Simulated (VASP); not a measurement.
# Hf3H8 (Pm-3m) in VASP: a series of runs, part 3 of 3

VASP 6.6.1. The steps go on from the part before.

## Step 5: Single point, PBE

This run uses another cell than the first one, of 6.13 Å³/atom, 0.669 times its volume.

The input, INCAR:

```
SYSTEM = Hf3H8
ALGO = Normal
EDIFF = 1E-7
ENCUT = 520
GGA = PE
ISIF = 2
ISMEAR = 0
LASPH = .True.
LCHARG = .False.
LREAL = .False.
LWAVE = .False.
NBANDS = 30
NELM = 80
PREC = Accurate
SIGMA = 0.1
```

The input, KPOINTS:

```
k-points
0
Gamma
  4 4 4
  0 0 0
```

The input, POSCAR:

```
Hf3H8
1.0
    4.0713032200      0.0000000000      0.0000000000
    0.0000000000      4.0713032200      0.0000000000
    0.0000000000      0.0000000000      4.0713032200
Hf H
3 8
Direct
    0.5000000000      0.0000000000      0.0000000000
    0.0000000000      0.5000000000      0.0000000000
    0.0000000000      0.0000000000      0.5000000000
    0.5826107600      0.5826107600      0.5826107600
    0.4173892400      0.4173892400      0.5826107600
    0.4173892400      0.5826107600      0.4173892400
    0.5826107600      0.4173892400      0.4173892400
    0.5826107600      0.5826107600      0.4173892400
    0.4173892400      0.4173892400      0.4173892400
    0.5826107600      0.4173892400      0.5826107600
    0.4173892400      0.5826107600      0.5826107600
```

Started as:

```console
$ cat potpaw_PBE.64/Hf_pv/POTCAR potpaw_PBE.64/H/POTCAR > POTCAR
$ mpirun -np 1 vasp_std > vasp.out
```

Run time: 13 s. Hardware: 1 thread of Intel Xeon 6975P-C (Granite Rapids), shared host; peak memory 0.17 GiB.

Results (log left out):

```yaml
Free_energy: -19.5176 eV
Pressure: 122.2 GPa
Largest_force: 23.828 eV/Å
Band_gap_on_the_k_mesh: zero (band 19 reaches 7.76 eV, above the bottom of band 20 at 4.21 eV)
```

Forces on the atoms (eV/Å):
```
Hf    0.000   0.000   0.000
Hf    0.000   0.000   0.000
Hf    0.000   0.000   0.000
H    13.757  13.757  13.757
H   -13.757 -13.757  13.757
H   -13.757  13.757 -13.757
H    13.757 -13.757 -13.757
H    13.757  13.757 -13.757
H   -13.757 -13.757 -13.757
H    13.757 -13.757  13.757
H   -13.757  13.757  13.757
```

Levels at points of the mesh, in eV from the Fermi level:
```csv
k point,band 16,band 17,band 18,band 19,band 20,band 21
"(0.00, 0.00, 0.00)",-3.39,-3.39,-2.69,-2.69,-2.69,2.61
"(0.50, 0.00, 0.00)",-1.69,-1.02,-0.90,0.45,0.54,0.54
"(0.50, 0.50, 0.00)",-1.51,-0.76,-0.63,0.59,0.59,0.77
"(0.50, 0.50, 0.50)",-3.96,-2.85,0.86,0.86,0.86,1.90
```

Caveat: the k points lie up to 0.39 Å⁻¹ apart; spin-orbit coupling is left out, which moves the levels of the heavy elements; forces of over 1 eV/Å act on the atoms, so gaps and moduli don't describe the material at rest.

## Step 6: Single point, PBE

This run uses another cell than the first one, of 9.13 Å³/atom, 0.996 times its volume.

The input, INCAR:

```
PREC = Accurate
ENCUT = 520
EDIFF = 1E-7
ISMEAR = 0
SIGMA = 0.1
LREAL = F
LASPH = T
NELM = 60
ALGO = Normal
ISIF = 2
LWAVE = F
LCHARG = F
GGA = PE
NBANDS = 30
```

The input, KPOINTS:

```
regular mesh
0
Gamma
  4 4 4
```

The input, POSCAR:

```
Hf3H8
1.0
    4.6476920203      0.0000000000      0.0000000000
    0.0000000000      4.6476920203      0.0000000000
    0.0000000000      0.0000000000      4.6476920203
Hf H
3 8
Direct
    0.5000000000      0.0000000000      0.0000000000
    0.0000000000      0.5000000000      0.0000000000
    0.0000000000      0.0000000000      0.5000000000
    0.7445445303      0.7445445303      0.7445445303
    0.2554554697      0.2554554697      0.7445445303
    0.2554554697      0.7445445303      0.2554554697
    0.7445445303      0.2554554697      0.2554554697
    0.7445445303      0.7445445303      0.2554554697
    0.2554554697      0.2554554697      0.2554554697
    0.7445445303      0.2554554697      0.7445445303
    0.2554554697      0.7445445303      0.7445445303
```

Potentials or basis: VASP PAW PBE potentials, release 64 (Hf_pv, H).

Started as:

```console
$ cat potpaw_PBE.64/Hf_pv/POTCAR potpaw_PBE.64/H/POTCAR > POTCAR
$ mpirun -np 1 vasp_std > vasp.out
```

It took 17 s on 1 thread of Intel Xeon 6975P-C (Granite Rapids), shared host; peak memory 0.2 GiB.

The run converged. Its results:

```yaml
Free_energy: -60.8633 eV
Pressure: -0.5 GPa
Largest_force: 0.012 eV/Å
Band_gap_on_the_k_mesh: zero (band 19 reaches 3.68 eV, above the bottom of band 20 at 2.39 eV)
```

Forces on the atoms (eV/Å):
```
Hf   0.000  0.000  0.000
Hf   0.000  0.000  0.000
Hf   0.000  0.000  0.000
H    0.007  0.007  0.007
H   -0.007 -0.007  0.007
H   -0.007  0.007 -0.007
H    0.007 -0.007 -0.007
H    0.007  0.007 -0.007
H   -0.007 -0.007 -0.007
H    0.007 -0.007  0.007
H   -0.007  0.007  0.007
```

Levels at points of the mesh, in eV from the Fermi level:
| k point | band 17 | band 18 | band 19 | band 20 | band 21 | band 22 |
| --- | --- | --- | --- | --- | --- | --- |
| (0.00, 0.00, 0.00) | -3.05 | -1.86 | -1.86 | 0.42 | 1.74 | 1.74 |
| (0.50, 0.00, 0.00) | -2.77 | -1.87 | -0.11 | 0.51 | 1.15 | 1.82 |
| (0.50, 0.50, 0.00) | -3.67 | -0.29 | -0.29 | 0.53 | 2.00 | 2.00 |
| (0.50, 0.50, 0.50) | -3.84 | 0.55 | 0.55 | 0.55 | 1.86 | 1.86 |

Caveat: spin-orbit coupling is left out, which moves the levels of the heavy elements.

## Step 7: Relaxation of cell and atoms, PBE

This run uses another cell than the first one, of 6.13 Å³/atom, 0.669 times its volume.

The input, INCAR:

```
PREC     = Accurate       # precision mode
ENCUT    = 600            # plane-wave cutoff, eV
EDIFF    = 1E-7           # SCF threshold, eV
ISMEAR   = 0              # smearing method
SIGMA    = 0.1            # smearing width, eV
LREAL    = False          # projectors in reciprocal space
LASPH    = True           # aspherical terms in the spheres
NELM     = 60             # most SCF steps
ALGO     = Normal         # electronic algorithm
ISIF     = 3              # what is computed and relaxed
LWAVE    = False          # write WAVECAR
LCHARG   = False          # write CHGCAR
GGA      = PE             # functional
IBRION   = 2              # ionic algorithm
NSW      = 90             # ionic steps
EDIFFG   = -0.04          # ionic threshold
```

The input, KPOINTS:

```
Automatic mesh
0
Gamma
  4 4 4
```

The input, POSCAR:

```
Hf3H8
1.0
    4.0713032200      0.0000000000      0.0000000000
    0.0000000000      4.0713032200      0.0000000000
    0.0000000000      0.0000000000      4.0713032200
Hf H
3 8
Direct
    0.5000000000      0.0000000000      0.0000000000
    0.0000000000      0.5000000000      0.0000000000
    0.0000000000      0.0000000000      0.5000000000
    0.5826107600      0.5826107600      0.5826107600
    0.4173892400      0.4173892400      0.5826107600
    0.4173892400      0.5826107600      0.4173892400
    0.5826107600      0.4173892400      0.4173892400
    0.5826107600      0.5826107600      0.4173892400
    0.4173892400      0.4173892400      0.4173892400
    0.5826107600      0.4173892400      0.5826107600
    0.4173892400      0.5826107600      0.5826107600
```

Started as:

```console
$ cat potpaw_PBE.64/Hf_pv/POTCAR potpaw_PBE.64/H/POTCAR > POTCAR
$ mpirun -np 1 vasp_std > vasp.out
```

Wall time 1.8 min (1 thread of Intel Xeon 6975P-C (Granite Rapids), shared host); peak memory 0.22 GiB.

Results (log left out):

```
Free energy                            : -60.8224 eV
Relaxed volume                         : 9.06 Å³/atom
Relaxed cell                           : a = 4.636 Å, b = 4.636 Å, c = 4.636 Å, α = 90.00°, β = 90.00°, γ = 90.00°
Space group after relaxing (to 0.05 Å) : Pm-3m (No. 221)
Energy gained by relaxing              : 3752.3 meV/atom
Ionic steps                            : 11
Pressure after relaxing                : 0.3 GPa
Largest force after relaxing           : 0.014 eV/Å
Band gap on the k mesh                 : zero (band 19 reaches 3.72 eV, above the bottom of band 20 at 2.42 eV)
```

Forces on the atoms (eV/Å):
```
Hf   0.000  0.000  0.000
Hf   0.000  0.000  0.000
Hf   0.000  0.000  0.000
H   -0.008 -0.008 -0.008
H    0.008  0.008 -0.008
H    0.008 -0.008  0.008
H   -0.008  0.008  0.008
H   -0.008 -0.008  0.008
H    0.008  0.008  0.008
H   -0.008  0.008 -0.008
H    0.008 -0.008 -0.008
```

Step by step:
| step | energy change (eV) | largest force (eV/Å) | pressure (GPa) | volume (Å³) |
| --- | --- | --- | --- | --- |
| 1 | 0.0000 | 23.8085 | 122.47 | 67.48 |
| 2 | -39.6580 | 0.4619 | -17.85 | 124.43 |
| 3 | -39.7215 | 0.5073 | -17.77 | 123.06 |
| 4 | -39.7738 | 0.5531 | -17.67 | 121.72 |
| 5 | -39.8521 | 0.8906 | -16.53 | 112.73 |
| 6 | -41.0753 | 0.4143 | -1.67 | 97.37 |
| 7 | -41.0984 | 0.3282 | 1.44 | 95.27 |
| 8 | -41.1457 | 0.2777 | 1.26 | 95.87 |
| 9 | -41.2425 | 0.1323 | 0.77 | 97.68 |
| 10 | -41.2486 | 0.1287 | -0.12 | 101.38 |
| 11 | -41.2754 | 0.0143 | 0.30 | 99.66 |

Final structure:
```
Hf H
1.0
     4.63627    0.00000    0.00000
     0.00000    4.63627    0.00000
     0.00000    0.00000    4.63627
Hf H
3 8
Direct
  0.50000 0.00000 0.00000
  0.00000 0.50000 0.00000
  0.00000 0.00000 0.50000
  0.74472 0.74472 0.74472
  0.25528 0.25528 0.74472
  0.25528 0.74472 0.25528
  0.74472 0.25528 0.25528
  0.74472 0.74472 0.25528
  0.25528 0.25528 0.25528
  0.74472 0.25528 0.74472
  0.25528 0.74472 0.74472
```

Levels at points of the mesh, in eV from the Fermi level:
```tsv
k point	band 17	band 18	band 19	band 20	band 21	band 22
(0.00, 0.00, 0.00)	-3.08	-1.87	-1.87	0.43	1.76	1.76
(0.50, 0.00, 0.00)	-2.78	-1.89	-0.11	0.51	1.16	1.85
(0.50, 0.50, 0.00)	-3.68	-0.29	-0.29	0.54	2.01	2.01
(0.50, 0.50, 0.50)	-3.83	0.55	0.55	0.55	1.88	1.88
```

Caveat: the k points lie up to 0.34 Å⁻¹ apart in the final cell; the volume moved by over 15 % at a fixed basis, so the end points are rough; spin-orbit coupling is left out, which moves the levels of the heavy elements.

## Step 8: Summary

| task | cell | k mesh | cutoff (eV) | gap on the mesh (eV) | pressure (GPa) | relaxed volume (Å³/atom) | largest force (eV/Å) |
| --- | --- | --- | --- | --- | --- | --- | --- |
| single point | a = 4.654 Å, 11 atoms | 8 × 8 × 8 | 520 | none | -0.7 | - | 0.01 |
| relaxation of cell and atoms | relaxed from a = 4.648 Å, 11 atoms | 8 × 8 × 8 | 600 | none | 0.0 | 9.11 | 0.01 |
| single point | a = 4.071 Å, 11 atoms | 4 × 4 × 4 | 520 | none | 122.2 | - | 23.83 |
| single point | a = 4.648 Å, 11 atoms | 4 × 4 × 4 | 520 | none | -0.5 | - | 0.01 |
| relaxation of cell and atoms | relaxed from a = 4.071 Å, 11 atoms | 4 × 4 × 4 | 600 | none | 0.3 | 9.06 | 0.01 |

Alike in all rows: level PBE; potentials or basis VASP PAW PBE potentials, release 64 (Hf_pv, H); no spin polarisation; smearing gaussian 0.1 eV.

Caveats: some runs use coarse meshes; spin-orbit coupling is left out, which moves the levels of the heavy elements; forces of over 1 eV/Å act on the atoms, so gaps and moduli don't describe the material at rest (some runs); the volume moved by over 15 % at a fixed basis, so the end points are rough (some runs).

Absolute energies hang on the potentials; compare differences alone.
